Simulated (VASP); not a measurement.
A run of VASP 6.6.1 is set up as follows.

The input INCAR:

```
PREC = Accurate
ENCUT = 520
EDIFF = 1E-7
ISMEAR = 0
SIGMA = 0.1
LREAL = F
LASPH = T
NELM = 100
ALGO = Normal
ISIF = 2
LWAVE = F
LCHARG = F
GGA = PE
NBANDS = 22
```

The input KPOINTS:

```
Automatic mesh
0
Gamma
  4 4 4
```

POSCAR

```
SbC2
1.0
    4.3733173938      0.0000000000      0.0000000000
    0.0000000000      4.3733173938      0.0000000000
    0.0000000000      0.0000000000      3.8896520507
Sb C
2 4
Direct
    0.0000000000      0.0000000000      0.0000000000
    0.5000000000      0.5000000000      0.5000000000
    0.0000000000      0.5000000000      0.2500304295
    0.0000000000      0.5000000000      0.7500304295
    0.5000000000      0.0000000000      0.2499695705
    0.5000000000      0.0000000000      0.7499695705
```

Potentials or basis: VASP PAW PBE potentials, release 64 (Sb, C).

The run is started by

```sh
$ cat potpaw_PBE.64/Sb/POTCAR potpaw_PBE.64/C/POTCAR > POTCAR
$ mpirun -np 1 vasp_std > vasp.out
```

(1) Estimate the pressure.

(2) Estimate the band gap on the k mesh.

## Answers

(1) -0.2 GPa.

(2) zero (band 13 reaches 11.90 eV, above the bottom of band 14 at 7.87 eV).

Caveat: the k points lie up to 0.40 Å⁻¹ apart; spin-orbit coupling is left out, which moves the levels of the heavy elements.
